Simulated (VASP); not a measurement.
Input of a VASP 6.6.1 run:

File INCAR:

```
PREC     = Accurate       # precision mode
ENCUT    = 520            # plane-wave cutoff, eV
EDIFF    = 1E-7           # SCF threshold, eV
ISMEAR   = 0              # smearing method
SIGMA    = 0.1            # smearing width, eV
LREAL    = F              # projectors in reciprocal space
LASPH    = T              # aspherical terms in the spheres
NELM     = 60             # most SCF steps
ALGO     = Fast           # electronic algorithm
ISIF     = 2              # what is computed and relaxed
LWAVE    = F              # write WAVECAR
LCHARG   = F              # write CHGCAR
GGA      = PS             # functional
NBANDS   = 66             # bands
```

KPOINTS

```
regular mesh
0
Gamma
  3 3 3
```

File POSCAR:

```
K
1.0
    5.4897924396      3.1695331429      9.3623038951
   -5.4897924396      3.1695331429      9.3623038951
    0.0000000000     -6.3390662855      9.3623038951
K
12
Direct
    0.0101900000      0.6536100000      0.0101900000
    0.0101900000      0.0101900000      0.6536100000
    0.6536100000      0.0101900000      0.0101900000
    0.9898100000      0.3463900000      0.9898100000
    0.3463900000      0.9898100000      0.9898100000
    0.9898100000      0.9898100000      0.3463900000
    0.2211800000      0.6306000000      0.2211800000
    0.2211800000      0.2211800000      0.6306000000
    0.6306000000      0.2211800000      0.2211800000
    0.7788200000      0.3694000000      0.7788200000
    0.3694000000      0.7788200000      0.7788200000
    0.7788200000      0.7788200000      0.3694000000
```

Potentials or basis: VASP PAW PBE potentials, release 64 (K_sv).

Run with:

```sh
$ cat potpaw_PBE.64/K_sv/POTCAR > POTCAR
$ mpirun -np 1 vasp_std > vasp.out
```

Task: Predict the largest force.

Result: 0.364 eV/Å.

Task: What does it give for the band gap on the k mesh?

Result: Zero (bands 54 and 55 overlap by 0.34 eV).

Task: Estimate the pressure.

Result: 0.7 GPa.

Stress tensor (GPa, compression positive):
```
0.68 0.00 0.00
0.00 0.68 0.00
0.00 0.00 0.82
```

Caveat: the PAW data sets were made with another functional, which shifts forces and pressure a little.
